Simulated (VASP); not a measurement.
# BaTiO3 (R3m) in VASP: further runs, part 2 of 3

VASP 6.6.1. The steps go on from the part before.

### Step 3. Relaxation of cell and atoms, PBE, target pressure 2 GPa, at which the enthalpy is minimised

INCAR

```
SYSTEM = BaTiO3
ALGO     = Normal         ! electronic algorithm
EDIFF    = 1E-6           ! SCF threshold, eV
EDIFFG   = -0.01          ! ionic threshold
ENCUT    = 600            ! plane-wave cutoff, eV
GGA      = PE             ! functional
IBRION   = 2              ! ionic algorithm
ISIF     = 3              ! what is computed and relaxed
ISMEAR   = -1             ! smearing method
LASPH    = .TRUE.         ! aspherical terms in the spheres
LCHARG   = .FALSE.        ! write CHGCAR
LREAL    = .FALSE.        ! projectors in reciprocal space
LWAVE    = .FALSE.        ! write WAVECAR
NELM     = 80             ! most SCF steps
NSW      = 60             ! ionic steps
PREC     = Accurate       ! precision mode
PSTRESS  = 20.0         
SIGMA    = 0.05           ! smearing width, eV
```

KPOINTS

```
k-points
0
G
  7 7 7
  0 0 0
```

POSCAR

```
BaTiO3
1.0
    2.8273666084      1.6323808724      2.3183934932
   -2.8273666084      1.6323808724      2.3183934932
    0.0000000000     -3.2647617449      2.3183934932
Ba Ti O
1 1 3
Direct
    0.0000000000      0.0000000000      0.0000000000
    0.4845000000      0.4845000000      0.4845000000
    0.5086000000      0.0175000000      0.5086000000
    0.0175000000      0.5086000000      0.5086000000
    0.5086000000      0.5086000000      0.0175000000
```

Potentials or basis: VASP PAW PBE potentials, release 64 (Ba_sv, Ti_sv, O).

The run is started by

```
cat potpaw_PBE.64/Ba_sv/POTCAR potpaw_PBE.64/Ti_sv/POTCAR potpaw_PBE.64/O/POTCAR > POTCAR
mpirun -np 1 vasp_std > vasp.out
```

OUTCAR:

```text
SYSTEM = BaTiO3
   EDIFF = 1E-6
   EDIFFG = -0.01
   ENCUT = 600
   GGA = PE
   IBRION = 2
   ISIF = 3
   ISMEAR = -1
   LASPH = .TRUE.
   LREAL = .FALSE.
   NELM = 80
   NSW = 60
   PREC = Accurate
   PSTRESS = 20.0

 ion  position               nearest neighbor table
   1  0.000  0.000  0.000-   5 2.79   4 2.79   3 2.79   4 2.83   3 2.83   4 2.83   3 2.83   5 2.83
                             5 2.83   5 2.89   4 2.89   3 2.89   2 3.37   2 3.43   2 3.43   2 3.43
   2  0.484  0.484  0.484-   3 1.87   4 1.87   5 1.87   3 2.14   4 2.14   5 2.14   1 3.37   1 3.43
                             1 3.43   1 3.43   1 3.50   1 3.50   1 3.50   1 3.59
   3  0.509  0.017  0.509-   2 1.87   2 2.14   1 2.79   1 2.83   1 2.83   1 2.89
   4  0.017  0.509  0.509-   2 1.87   2 2.14   1 2.79   1 2.83   1 2.83   1 2.89
   5  0.509  0.509  0.017-   2 1.87   2 2.14   1 2.79   1 2.83   1 2.83   1 2.89

  LATTYP: Found a trigonal (rhomboedric) cell.
 ALAT       =     4.0042000000
 COS(alpha) =     0.0028448828

  Lattice vectors:

 A1 = (   2.8273666084,   1.6323808724,   2.3183934932)
 A2 = (  -2.8273666084,   1.6323808724,   2.3183934932)
 A3 = (   0.0000000000,  -3.2647617449,   2.3183934932)

Analysis of symmetry for initial positions (statically):
[... 187 lines left out ...]
  Total        2.7034167      2.7034167      2.6025344      0.0000000     -0.0000000      0.0000000
  in kB       67.4654712     67.4654712     64.9478889      0.0000000     -0.0000000      0.0000000
  external PRESSURE =      46.6262771 kB  Pullay stress =      20.0000000 kB
[... 106 lines left out ...]
  energy  without entropy=      -40.0417297912  energy(sigma->0) =      -40.04172979

  enthalpy is  TOTEN    =       -39.2203259487 eV   P V=        0.8214038426

[... ionic steps 4 to 9 ...]

--------------------------------------- Ionic step       10  -------------------------------------------

 number of electron      39.9999999 magnetization

------------------------ aborting loop because EDIFF is reached ----------------------------------------
[... 77 lines left out ...]
--------------------------------------- Ionic step       12  -------------------------------------------

 number of electron      39.9999999 magnetization

 Free energy of the ion-electron system (eV)
  ---------------------------------------------------
  ext. energy  EPLUGINS =         0.00000000
  ---------------------------------------------------
  free energy    TOTEN  =       -40.05193537 eV

  energy without entropy =      -40.05193537  energy(sigma->0) =      -40.05193537

 E-fermi :   4.7276     XC(G=0): -11.0608

 val. band max:        3.4553122272   @ k =   0.4286   0.4286   0.4286
 cond. band min:       5.9657002057   @ k =   0.0000   0.0000   0.0000
 fundamental gap:      2.5103879785
 Fermi energy:         4.7276358875

 k-point     1 :       0.0000    0.0000    0.0000
  band No.  band energies     occupation
      1     -52.8315      2.00000
      2     -29.0813      2.00000
      3     -29.0779      2.00000
      4     -29.0779      2.00000
      5     -21.3694      2.00000
      6     -13.2326      2.00000
[... 637 lines left out ...]
     23       7.3722      0.00000
     24       8.9071      0.00000

 [... further k-points ...]
[... 5 lines left out ...]
  --------------------------------------------------------------------------------------
  -------------------------------------------------------------------------------------
  Total        0.8106689      0.8106689      0.8561399      0.0000000     -0.0000000      0.0000000
  in kB       19.5897542     19.5897542     20.6885582      0.0000000     -0.0000000      0.0000000
  external PRESSURE =      -0.0439778 kB  Pullay stress =      20.0000000 kB
[... 24 lines left out ...]
  energy  without entropy=      -40.0519353680  energy(sigma->0) =      -40.05193537

  enthalpy is  TOTEN    =       -39.2242895751 eV   P V=        0.8276457929

 reached required accuracy - stopping structural energy minimisation
```

CONTCAR:

```text
BaTiO3
   1.00000000000000
     2.8568564087093784    1.6494068165409970    2.3450799342329378
    -2.8568564087093784    1.6494068165409970    2.3450799342329378
     0.0000000000000000   -3.2988136331896798    2.3450799342376150
  Ba              Ti              O
     1     1     3
Direct
     0.9966943120416811    0.9966943120416811    0.9966943120416812
     0.4824676266359419    0.4824676266359419    0.4824676266359431
     0.5101375992577876    0.0197628628068011    0.5101375992577862
     0.0197628628068011    0.5101375992577876    0.5101375992577862
     0.5101375992577863    0.5101375992577863    0.0197628628068009

  0.00000000E+00  0.00000000E+00  0.00000000E+00
  0.00000000E+00  0.00000000E+00  0.00000000E+00
  0.00000000E+00  0.00000000E+00  0.00000000E+00
  0.00000000E+00  0.00000000E+00  0.00000000E+00
  0.00000000E+00  0.00000000E+00  0.00000000E+00
```

It used 390 s of CPU time on 1 thread of Intel Xeon 6975P-C, with other jobs on the host.

Results:

* Free energy: -40.0519 eV
* Relaxed volume: 13.26 Å³/atom
* Relaxed cell: a = 4.047 Å, b = 4.047 Å, c = 4.047 Å, α = 89.80°, β = 89.80°, γ = 89.80°
* Space group after relaxing (to 0.05 Å): R3m (No. 160)
* Energy change on relaxing (the enthalpy is what falls): -10.8 meV/atom
* Ionic steps: 12
* Pressure after relaxing: 2.0 GPa
* Largest force after relaxing: 0.006 eV/Å
* Band gap on the k mesh: 2.51 eV, indirect (least direct gap 2.94 eV)

Forces on the atoms (eV/Å):
```
Ba   0.000  0.000 -0.006
Ti   0.000  0.000  0.005
O    0.004 -0.002  0.000
O   -0.004 -0.002  0.000
O    0.000  0.004  0.000
```

The path:
```tsv
step	energy change (eV)	largest force (eV/Å)	pressure (GPa)	volume (Å³)
1	0.0000	0.2079	6.66	64.20
2	-0.0360	0.3949	-2.69	67.74
3	-0.0440	0.0969	2.07	65.80
4	-0.0436	0.0957	2.12	65.77
5	-0.0467	0.0792	2.14	65.89
6	-0.0531	0.0694	2.12	66.26
7	-0.0526	0.0600	2.07	66.22
8	-0.0548	0.0140	1.83	66.35
9	-0.0549	0.0131	1.80	66.36
10	-0.0528	0.0354	2.26	66.20
11	-0.0540	0.0102	2.10	66.28
12	-0.0542	0.0063	2.00	66.30
```

Final structure:
```cif
data_structure
_symmetry_space_group_name_H-M 'P 1'
_symmetry_Int_Tables_number 1
_cell_length_a 4.0474
_cell_length_b 4.0474
_cell_length_c 4.0474
_cell_angle_alpha 89.796
_cell_angle_beta 89.796
_cell_angle_gamma 89.796
_cell_volume 66.30
loop_
_atom_site_label
_atom_site_type_symbol
_atom_site_fract_x
_atom_site_fract_y
_atom_site_fract_z
_atom_site_occupancy
Ba1 Ba 0.99669 0.99669 0.99669 1
Ti1 Ti 0.48247 0.48247 0.48247 1
O1 O 0.51014 0.01976 0.51014 1
O2 O 0.01976 0.51014 0.51014 1
O3 O 0.51014 0.51014 0.01976 1
```

Caveat: the cell is relaxed towards a set pressure, so the enthalpy falls and the energy may rise; spin-orbit coupling is left out, which moves the levels of the heavy elements. PBE usually gives volumes a little too large and moduli too small.

### Step 4. Relaxation of cell and atoms, PBE, target pressure 5 GPa, at which the enthalpy is minimised

INCAR

```
SYSTEM = BaTiO3
  PREC = Accurate
  ENCUT = 600
  EDIFF = 1E-6
  ISMEAR = -1
  SIGMA = 0.05
  LREAL = .FALSE.
  LASPH = .TRUE.
  NELM = 80
  ALGO = Normal
  ISIF = 3
  LWAVE = .FALSE.
  LCHARG = .FALSE.
  GGA = PE
  IBRION = 2
  NSW = 60
  EDIFFG = -0.01
  PSTRESS = 50.0
```

KPOINTS

```
Automatic mesh
0
G
  7 7 7
  0 0 0
```

POSCAR is that of step 3.

The run is started by

```
cat potpaw_PBE.64/Ba_sv/POTCAR potpaw_PBE.64/Ti_sv/POTCAR potpaw_PBE.64/O/POTCAR > POTCAR
mpirun -np 1 vasp_std > vasp.out
```

Run time: 5.1 min. Hardware: 1 thread of Intel Xeon 6975P-C, shared host; peak memory 0.25 GiB.

It converged, with:

* Free energy: -40.0157 eV
* Relaxed volume: 12.92 Å³/atom
* Relaxed cell: a = 4.013 Å, b = 4.013 Å, c = 4.013 Å, α = 89.86°, β = 89.86°, γ = 89.86°
* Space group after relaxing (to 0.05 Å): R3m (No. 160)
* Energy change on relaxing (the enthalpy is what falls): -3.6 meV/atom
* Ionic steps: 7
* Pressure after relaxing: 5.0 GPa
* Largest force after relaxing: 0.007 eV/Å
* Band gap on the k mesh: 2.34 eV, indirect (least direct gap 2.66 eV)

Forces on the atoms (eV/Å):
```
Ba   0.000  0.000 -0.005
Ti   0.000  0.000 -0.005
O   -0.006  0.003  0.003
O    0.006  0.003  0.003
O    0.000 -0.007  0.003
```

Step by step:
```csv
step,energy change (eV),largest force (eV/Å),pressure (GPa),volume (Å³)
1,0.0000,0.2079,6.66,64.20
2,-0.0374,0.1061,2.66,65.45
3,-0.0221,0.0891,4.77,64.77
4,-0.0197,0.0511,4.90,64.67
5,-0.0168,0.0111,5.04,64.57
6,-0.0169,0.0123,5.05,64.58
7,-0.0180,0.0073,4.98,64.61
```

Final structure:
```cif
data_structure
_symmetry_space_group_name_H-M 'P 1'
_symmetry_Int_Tables_number 1
_cell_length_a 4.0127
_cell_length_b 4.0127
_cell_length_c 4.0127
_cell_angle_alpha 89.857
_cell_angle_beta 89.857
_cell_angle_gamma 89.857
_cell_volume 64.61
loop_
_atom_site_label
_atom_site_type_symbol
_atom_site_fract_x
_atom_site_fract_y
_atom_site_fract_z
_atom_site_occupancy
Ba1 Ba 0.99832 0.99832 0.99832 1
Ti1 Ti 0.48606 0.48606 0.48606 1
O1 O 0.50933 0.01617 0.50933 1
O2 O 0.01617 0.50933 0.50933 1
O3 O 0.50933 0.50933 0.01617 1
```

Levels at points of the mesh, in eV from the valence-band top:
```csv
k point,band 16,band 17,band 18,band 19,band 20,band 21,band 22,band 23,band 24
"(0.00, 0.00, 0.00)",-1.21,-1.00,-0.44,-0.32,-0.32,2.34,2.34,2.48,4.42
```

Caveat: the cell is relaxed towards a set pressure, so the enthalpy falls and the energy may rise; spin-orbit coupling is left out, which moves the levels of the heavy elements.

(Continued in part 3 of 3.)
